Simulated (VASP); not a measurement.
Wanted: the native input for a VASP 6.6.1 run.

```yaml
Task: single point
Functional: PBEsol
Potentials_or_basis: VASP PAW PBE potentials, release 64 (Al)
Cutoff: 520 eV
k_mesh: 24 × 24 × 14
Occupations: gaussian, width 0.15 eV
Spin: no spin polarisation
Dipole_correction: no
Further_INCAR_settings: ALGO = Fast; EDIFF = 1e-06; NBANDS = 10
```

The structure of Al lies in POSCAR:

```
Al
1.0
    2.7075666717      0.0000000000      0.0000000000
   -1.3537833358      2.3448215201      0.0000000000
    0.0000000000      0.0000000000      4.5213833727
Al
2
Direct
    0.6666666667      0.3333333333      0.7500000000
    0.3333333333      0.6666666667      0.2500000000
```

This isn't the form of Al at room conditions, which is fcc.

This cell differs from its parent crystal: strain -0.050 along x and y, -0.025 along z.

The input as run:

INCAR

```
SYSTEM = Al
  ALGO = Fast
  EDIFF = 1E-6
  ENCUT = 520
  GGA = PS
  ISIF = 2
  ISMEAR = 0
  LASPH = .True.
  LCHARG = .False.
  LREAL = .False.
  LWAVE = .False.
  NBANDS = 10
  NELM = 60
  PREC = Accurate
  SIGMA = 0.15
```

KPOINTS

```
k-points
0
Gamma
  24 24 14
  0 0 0
```

Potentials or basis: VASP PAW PBE potentials, release 64 (Al).

The run is started by

```sh
$ cat potpaw_PBE.64/Al/POTCAR > POTCAR
$ mpirun -np 1 vasp_std > vasp.out
```

It gave:

The pressure is 13.6 GPa. The band gap on the k mesh is zero (bands 3 and 4 overlap by 7.55 eV).

Caveat: the cell differs from its parent crystal (strain -0.050 along x and y, -0.025 along z); the cell stands under pressure; the PAW data sets were made with another functional, which shifts forces and pressure a little.

It took 94 s on 1 thread of AMD EPYC 7R43 64-Core Processor (Zen 3) (shared host), peak memory 0.18 GiB.
